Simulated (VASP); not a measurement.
# FePt (P4/mmm) in VASP: further runs, part 2 of 3

VASP 6.6.1. Earlier steps stand in the parts before.

## Step 3: Single point, RPBE+D3(BJ), collinear spin, ferromagnetic start

This run uses another cell than the first one, of 14.62 Å³/atom.

The input, INCAR:

```
SYSTEM = FePt
PREC     = Accurate       ! precision mode
ENCUT    = 520            ! plane-wave cutoff, eV
EDIFF    = 1E-6           ! SCF threshold, eV
ISMEAR   = -1             ! smearing method
SIGMA    = 0.05           ! smearing width, eV
LREAL    = .False.        ! projectors in reciprocal space
LASPH    = .True.         ! aspherical terms in the spheres
NELM     = 150            ! most SCF steps
ALGO     = Fast           ! electronic algorithm
ISIF     = 2              ! what is computed and relaxed
LWAVE    = .False.        ! write WAVECAR
LCHARG   = .False.        ! write CHGCAR
ISPIN    = 2              ! spin polarisation
MAGMOM   = 0 3            ! initial moments
LORBIT   = 11             ! projections on sites
LMAXMIX  = 4              ! l up to which the mixer works
GGA      = RP             ! functional
IVDW     = 12             ! dispersion correction
NBANDS   = 20             ! bands
```

The input, KPOINTS:

```
Automatic mesh
0
Gamma
  10 10 7
  0 0 0
```

The input, POSCAR:

```
FePt
1.0
    2.7769155219      0.0000000000      0.0000000000
    0.0000000000      2.7769155219      0.0000000000
    0.0000000000      0.0000000000      3.7929596994
Pt Fe
1 1
Direct
    0.5000000000      0.5000000000      0.5000000000
    0.0000000000      0.0000000000      0.0000000000
```

Potentials or basis: VASP PAW PBE potentials, release 64 (Pt, Fe).

Run with:

```sh
> cat potpaw_PBE.64/Pt/POTCAR potpaw_PBE.64/Fe/POTCAR > POTCAR
> mpirun -np 1 vasp_std > vasp.out
```

OUTCAR:

```text
SYSTEM = FePt
   PREC = Accurate
   ENCUT = 520
   EDIFF = 1E-6
   ISMEAR = -1
   LREAL = .False.
   LASPH = .True.
   NELM = 150
   ISIF = 2
   ISPIN = 2
   LORBIT = 11
   GGA = RP
   IVDW = 12
 IVDW          = 12

 ion  position               nearest neighbor table
   1  0.500  0.500  0.500-   2 2.73   2 2.73   2 2.73   2 2.73   2 2.73   2 2.73   2 2.73   2 2.73

   2  0.000  0.000  0.000-   1 2.73   1 2.73   1 2.73   1 2.73   1 2.73   1 2.73   1 2.73   1 2.73

  LATTYP: Found a simple tetragonal cell.
 ALAT       =     2.7769155219
 C/A-ratio  =     1.3658894804

  Lattice vectors:

 A1 = (   2.7769155219,   0.0000000000,   0.0000000000)
 A2 = (   0.0000000000,   2.7769155219,   0.0000000000)
 A3 = (   0.0000000000,   0.0000000000,   3.7929596994)

Analysis of symmetry for initial positions (statically):
=====================================================================
 Subroutine PRICEL returns:
 Original cell was already a primitive cell.

 Routine SETGRP: Setting up the symmetry group for a
 simple tetragonal supercell.

 Subroutine GETGRP returns: Found 16 space group operations
 (whereof 16 operations were pure point group operations)
 out of a pool of 16 trial point group operations.

The static configuration has the point symmetry D_4h.

Analysis of symmetry for dynamics (positions and initial velocities):
=====================================================================
 Subroutine PRICEL returns:
 Original cell was already a primitive cell.

 Routine SETGRP: Setting up the symmetry group for a
 simple tetragonal supercell.

 Subroutine GETGRP returns: Found 16 space group operations
 (whereof 16 operations were pure point group operations)
 out of a pool of 16 trial point group operations.

The dynamic configuration has the point symmetry D_4h.

Analysis of structural, dynamic, and magnetic symmetry:
=====================================================================
 Subroutine PRICEL returns:
 Original cell was already a primitive cell.

 Routine SETGRP: Setting up the symmetry group for a
 simple tetragonal supercell.

 Subroutine GETGRP returns: Found 16 space group operations
 (whereof 16 operations were pure point group operations)
 out of a pool of 16 trial point group operations.

The overall configuration has the point symmetry D_4h.

 Subroutine INISYM returns: Found 16 space group operations
 (whereof 16 operations are pure point group operations),
 and found     1 'primitive' translations

----------------------------------------------------------------------------------------

                                     Primitive cell

  volume of cell :      29.2485

  direct lattice vectors                    reciprocal lattice vectors
     2.776915522  0.000000000  0.000000000     0.360111783  0.000000000  0.000000000
     0.000000000  2.776915522  0.000000000     0.000000000  0.360111783  0.000000000
     0.000000000  0.000000000  3.792959699     0.000000000  0.000000000  0.263646355

  length of vectors
     2.776915522  2.776915522  3.792959699     0.360111783  0.360111783  0.263646355

  position of ions in fractional coordinates (direct lattice)
     0.500000000  0.500000000  0.500000000
     0.000000000  0.000000000  0.000000000

  ion indices of the primitive-cell ions
   primitive index   ion index
                 1           1
                 2           2

[... 69 lines left out ...]
   ENCUT  =  520.0 eV  38.22 Ry    6.18 a.u.   5.16  5.16  7.05*2*pi/ulx,y,z
   NELM   =    150;   NELMIN=  2; NELMDL= -5     # of ELM steps
   EDIFF  = 0.1E-05   stopping-criterion for ELM
   LREAL  =      F    real-space projection
   EDIFFG = 0.1E-04   stopping-criterion for IOM
   NSW    =      0    number of steps for IOM
   IBRION =     -1    ionic relax: 0-MD 1-quasi-New 2-CG
   NFREE  =      0    steps in history (QN), initial steepest desc. (CG)
   ISIF   =      2    stress and relaxation
   ISYM   =      2    0-nonsym 1-usesym 2-fastsym
   POTIM  = 0.5000    time-step for ionic-motion
   TEBEG  =    0.0;   TEEND  =   0.0 temperature during run
   PSTRESS=    0.0 pullay stress
   NELECT =      18.0000    total number of electrons
   NUPDOWN=      -1.0000    fix difference up-down
   EMIN   =  10.00;   EMAX   =-10.00  energy-range for DOS
   EFERMI =   0.00;   METHOD = LEGACY
   ISMEAR =    -1;   SIGMA  =   0.05  broadening in eV -4-tet -1-fermi 0-gaus
   EFERMI_NEDOS =   21; number of points for ismear=-14 and -15
   IALGO  =     68    algorithm
   IMIX   =      4    mixing-type and parameters
     AMIX     =   0.40;   BMIX     =  1.00
     AMIX_MAG =   1.60;   BMIX_MAG =  1.00
  volume/ion in A,a.u.               =      14.62        98.69
  Fermi-wavevector in a.u.,A,eV,Ry     =   1.392508  2.631459 26.382779  1.939080
  Thomas-Fermi vector in A             =   2.516244
   LORBIT       =     11    0 simple, 1 ext, 2 COOP (PROOUT), +10 PAW based schemes
   GGA     = RP    functional components
   LHFCALC =     F    Hartree Fock is set to
   AEXX    =    0.0000 exact exchange contribution
   IVDW    =    12    specifies the selected vdW correction
   LEPSILON=     F    determine dielectric tensor
   LRPA    =     F    only Hartree local field effects (RPA)
 spin polarized calculation
 RMM-DIIS sequential band-by-band and
  energy-cutoff  :      520.00
  volume of cell :       29.25
 maximum number of plane-waves:       799
 NGX is ok and might be reduce to    24
   NGX = 11   NGY = 11   NGZ = 15

 number of electron      17.9999996 magnetization       3.4123992

 Free energy of the ion-electron system (eV)
  ---------------------------------------------------
  ext. energy  EPLUGINS =         0.00000000
  ---------------------------------------------------
  free energy    TOTEN  =       -13.74238039 eV

  energy without entropy =      -13.73054055  energy(sigma->0) =      -13.73646047

 E-fermi :   8.0428     XC(G=0): -12.6457

 val. band max:        8.0379838259   @ k =   0.2000   0.2000   0.4286
 cond. band min:       8.0578367164   @ k =   0.1000   0.1000   0.1429
 fundamental gap:      0.0198528906
 Fermi energy:         8.0428331941

 spin component 1

 k-point     1 :       0.0000    0.0000    0.0000
  band No.  band energies     occupation
      1      -1.0695      1.00000
      2       2.0785      1.00000
      3       2.3032      1.00000
      4       4.6647      1.00000
      5       4.6647      1.00000
      6       5.0972      1.00000
[... 541 lines left out ...]
     19      30.3795      0.00000
     20      30.4239      0.00000

 [... further k-points ...]

 spin component 2

 k-point     1 :       0.0000    0.0000    0.0000
  band No.  band energies     occupation
      1      -0.9564      1.00000
      2       2.7069      1.00000
      3       2.7445      1.00000
      4       5.8553      1.00000
      5       5.8553      1.00000
      6       7.3129      1.00000
[... 541 lines left out ...]
     19      30.5860      0.00000
     20      30.7108      0.00000

 [... further k-points ...]

------------------------ aborting loop because EDIFF is reached ----------------------------------------

 Edisp (eV)   -5.42467

 E8    (eV) :    -3.6407

  FORCE on cell =-STRESS in cart. coord.  units (eV):
  Direction    XX          YY          ZZ          XY          YZ          ZX
  --------------------------------------------------------------------------------------
  -------------------------------------------------------------------------------------
  Total      -6.55732    -6.55732    -6.40575     0.00000    -0.00000     0.00000
  in kB    -359.19753  -359.19753  -350.89494     0.00000    -0.00000     0.00000
  external pressure =     -356.43 kB  Pullay stress =        0.00 kB

 VOLUME and BASIS-vectors are now :
 -----------------------------------------------------------------------------
  energy-cutoff  :      520.00
  volume of cell :       29.25
      direct lattice vectors                 reciprocal lattice vectors
     2.776915522  0.000000000  0.000000000     0.360111783  0.000000000  0.000000000
     0.000000000  2.776915522  0.000000000     0.000000000  0.360111783  0.000000000
     0.000000000  0.000000000  3.792959699     0.000000000  0.000000000  0.263646355

 POSITION                                       TOTAL-FORCE (eV/Angst)
 -----------------------------------------------------------------------------------
      1.38846      1.38846      1.89648         0.000000      0.000000      0.000000
      0.00000      0.00000      0.00000         0.000000      0.000000      0.000000
 -----------------------------------------------------------------------------------
    total drift:                                0.000000      0.000000     -0.000000

  FREE ENERGIE OF THE ION-ELECTRON SYSTEM (eV)
  ---------------------------------------------------
  free  energy   TOTEN  =       -19.1670468496 eV

  energy  without entropy=      -19.1552070040  energy(sigma->0) =      -19.16112693

 total charge

# of ion       s       p       d       tot
------------------------------------------
    1        0.689   0.600   8.031   9.320
    2        0.389   0.407   6.062   6.858
--------------------------------------------------
tot          1.078   1.007  14.093  16.178

 magnetization (x)

# of ion       s       p       d       tot
------------------------------------------
    1       -0.025  -0.064   0.439   0.349
    2        0.007  -0.008   3.056   3.054
--------------------------------------------------
tot         -0.019  -0.073   3.494   3.403
```

Wall time 53 s (1 thread of Intel Xeon Platinum 8488C (Sapphire Rapids), shared host); peak memory 0.22 GiB.

What came out:

```
Free energy                                           : -19.1670 eV
Pressure                                              : -35.6 GPa
Net moment                                            : 3.41 μB per cell
Site moments                                          : Pt +0.35; Fe +3.05 μB
Valence electrons inside the program's atomic spheres : Pt 9.32; Fe 6.86
Dispersion energy per atom                            : -2.712 eV
```

Stress tensor (GPa, compression positive):
```
-35.92   0.00   0.00
  0.00 -35.92   0.00
  0.00   0.00 -35.09
```

Levels at points of the mesh, in eV from the Fermi level:
Spin up:
| k point | band 9 | band 10 | band 11 | band 12 | band 13 | band 14 |
| --- | --- | --- | --- | --- | --- | --- |
| (0.00, 0.00, 0.00) | -0.61 | -0.59 | -0.59 | 2.25 | 9.08 | 11.30 |
| (0.50, 0.00, 0.00) | -2.32 | -1.57 | -0.12 | 1.79 | 10.06 | 10.08 |
| (0.50, 0.50, 0.00) | -0.71 | 0.41 | 1.61 | 1.61 | 7.01 | 9.32 |
Spin down:
| k point | band 5 | band 6 | band 7 | band 8 | band 9 | band 10 |
| --- | --- | --- | --- | --- | --- | --- |
| (0.00, 0.00, 0.00) | -2.19 | -0.73 | -0.68 | 0.62 | 1.58 | 1.58 |
| (0.50, 0.00, 0.00) | -2.27 | -1.31 | -1.01 | -0.70 | 0.62 | 0.73 |
| (0.50, 0.50, 0.00) | 0.83 | 1.18 | 1.62 | 1.63 | 1.65 | 1.65 |

Caveat: the cell stands under tension; the dispersion term is far too large for a dense solid, which distorts pressure and volume; the PAW data sets were made with another functional, which shifts forces and pressure a little; spin-orbit coupling is left out, which moves the levels of the heavy elements.

## Step 4: Single point, PBE exchange alone, collinear spin, ferromagnetic start

This run uses another cell than the first one, of 16.31 Å³/atom.

The input, INCAR:

```
AGGAC = 0.0
ALDAC = 0.0
ALGO = Normal
EDIFF = 1E-7
ENCUT = 520
GGA = PE
ISIF = 2
ISMEAR = -1
ISPIN = 2
LASPH = T
LCHARG = T
LELF = T
LMAXMIX = 4
LORBIT = 11
LREAL = F
LVHAR = T
LWAVE = F
MAGMOM = 0 3
NBANDS = 20
NELM = 150
PREC = Accurate
SIGMA = 0.05
```

The input, KPOINTS:

```
k-points
0
Gamma
  10 10 7
```

The input, POSCAR:

```
FePt
1.0
    2.8890819586      0.0000000000      0.0000000000
    0.0000000000      2.8890819586      0.0000000000
    0.0000000000      0.0000000000      3.9076086764
Pt Fe
1 1
Direct
    0.5000000000      0.5000000000      0.5000000000
    0.0000000000      0.0000000000      0.0000000000
```

Run with:

```sh
> cat potpaw_PBE.64/Pt/POTCAR potpaw_PBE.64/Fe/POTCAR > POTCAR
> mpirun -np 1 vasp_std > vasp.out
```

Wall time 65 s (1 thread of Intel Xeon Platinum 8488C (Sapphire Rapids), shared host); peak memory 0.22 GiB.

It converged, with:

| Property | Result |
| --- | --- |
| Free energy | -11.1694 eV |
| Pressure | -0.2 GPa |
| Net moment | 3.61 μB per cell |
| Site moments | Pt +0.36; Fe +3.26 μB |
| Valence electrons inside the program's atomic spheres | Pt 9.16; Fe 6.72 |

Levels at points of the mesh, in eV from the Fermi level:
Spin up:
| k point | band 8 | band 9 | band 10 | band 11 | band 12 | band 13 | band 14 | band 15 |
| --- | --- | --- | --- | --- | --- | --- | --- | --- |
| (0.00, 0.00, 0.00) | -2.33 | -0.90 | -0.90 | -0.76 | 2.28 | 7.88 | 10.38 | 10.38 |
| (0.50, 0.00, 0.00) | -2.81 | -2.26 | -1.50 | -0.67 | 1.32 | 9.32 | 9.44 | 10.73 |
| (0.50, 0.50, 0.00) | -1.13 | -1.03 | 0.14 | 1.54 | 1.54 | 5.80 | 7.75 | 10.00 |
Spin down:
```csv
k point,band 3,band 4,band 5,band 6,band 7,band 8,band 9,band 10,band 11,band 12
"(0.00, 0.00, 0.00)",-4.52,-1.94,-1.94,-0.74,-0.51,0.64,1.41,1.41,1.53,2.52
"(0.50, 0.00, 0.00)",-3.42,-2.85,-2.00,-1.22,-0.73,-0.44,0.66,0.73,1.70,2.13
"(0.50, 0.50, 0.00)",-3.92,-3.83,0.59,1.02,1.44,1.48,1.48,1.48,1.70,1.70
```

Caveat: spin-orbit coupling is left out, which moves the levels of the heavy elements.

## Step 5: Relaxation of cell and atoms, PBEsol+D3(BJ), collinear spin, ferromagnetic start

This run uses another cell than the first one, of 13.80 Å³/atom.

The input, INCAR:

```
SYSTEM = FePt
PREC = Accurate
ENCUT = 600
EDIFF = 1E-6
ISMEAR = -1
SIGMA = 0.05
LREAL = .FALSE.
LASPH = .TRUE.
NELM = 150
ALGO = Normal
ISIF = 3
LWAVE = .FALSE.
LCHARG = .FALSE.
ISPIN = 2
MAGMOM = 0 3
LORBIT = 11
LMAXMIX = 4
GGA = PS
IVDW = 12
IBRION = 2
NSW = 60
EDIFFG = -0.01
```

The input, KPOINTS:

```
Automatic mesh
0
G
  10 10 7
  0 0 0
```

The input, POSCAR:

```
FePt
1.0
    2.7235000000      0.0000000000      0.0000000000
    0.0000000000      2.7235000000      0.0000000000
    0.0000000000      0.0000000000      3.7200000000
Pt Fe
1 1
Direct
    0.5000000000      0.5000000000      0.5000000000
    0.0000000000      0.0000000000      0.0000000000
```

Run with:

```sh
> cat potpaw_PBE.64/Pt/POTCAR potpaw_PBE.64/Fe/POTCAR > POTCAR
> mpirun -np 1 vasp_std > vasp.out
```

Run time: 3.6 min. Hardware: 1 thread of AMD EPYC 9R45 (Zen 5), shared host; peak memory 0.21 GiB.

The run converged. Its results:

```
Free energy                                           : -17.3583 eV
Relaxed volume                                        : 13.06 Å³/atom
Relaxed cell                                          : a = 2.670 Å, b = 2.670 Å, c = 3.664 Å, α = 90.00°, β = 90.00°, γ = 90.00°
Space group after relaxing (to 0.1 Å)                 : P4/mmm (No. 123)
Energy gained by relaxing                             : 29.9 meV/atom
Ionic steps                                           : 8
Pressure after relaxing                               : 0.1 GPa
Net moment                                            : 3.19 μB per cell
Site moments                                          : Pt +0.34; Fe +2.82 μB
Valence electrons inside the program's atomic spheres : Pt 9.56; Fe 7.11
Dispersion energy per atom                            : -0.538 eV
```

Step by step:
```
step  energy change (eV)  largest force (eV/Å)  pressure (GPa)  volume (Å³)
   1              0.0000                0.0000          -12.25        27.59
   2              0.1783                0.0000           32.12        23.59
   3             -0.0595                0.0000           -0.75        26.20
   4             -0.0597                0.0000           -0.06        26.13
   5             -0.0596                0.0000            0.22        26.10
   6             -0.0597                0.0000           -0.30        26.16
   7             -0.0597                0.0000           -0.16        26.15
   8             -0.0598                0.0000            0.07        26.12
```

Final structure:
```cif
data_structure
_symmetry_space_group_name_H-M 'P 1'
_symmetry_Int_Tables_number 1
_cell_length_a 2.6702
_cell_length_b 2.6702
_cell_length_c 3.6636
_cell_angle_alpha 90.000
_cell_angle_beta 90.000
_cell_angle_gamma 90.000
_cell_volume 26.12
loop_
_atom_site_label
_atom_site_type_symbol
_atom_site_fract_x
_atom_site_fract_y
_atom_site_fract_z
_atom_site_occupancy
Pt1 Pt 0.50000 0.50000 0.50000 1
Fe1 Fe 0.00000 0.00000 0.00000 1
```

Levels at points of the mesh, in eV from the Fermi level:
Spin up:
```csv
k point,band 8,band 9,band 10,band 11,band 12,band 13,band 14,band 15
"(0.00, 0.00, 0.00)",-1.85,-0.42,-0.23,-0.23,2.19,10.33,12.02,12.02
"(0.50, 0.00, 0.00)",-2.46,-2.06,-1.68,0.36,2.29,10.72,10.93,13.09
"(0.50, 0.50, 0.00)",-0.30,-0.30,0.73,1.59,1.59,8.19,10.76,11.07
```
Spin down:
```csv
k point,band 5,band 6,band 7,band 8,band 9,band 10,band 11,band 12
"(0.00, 0.00, 0.00)",-2.53,-0.90,-0.76,0.54,1.71,1.79,1.79,2.44
"(0.50, 0.00, 0.00)",-2.62,-1.42,-1.35,-1.08,0.43,0.69,2.62,2.74
"(0.50, 0.50, 0.00)",1.09,1.32,1.69,1.80,1.80,1.87,1.87,1.88
```

Caveat: the PAW data sets were made with another functional, which shifts forces and pressure a little; spin-orbit coupling is left out, which moves the levels of the heavy elements.

[end of part 2 of 3]
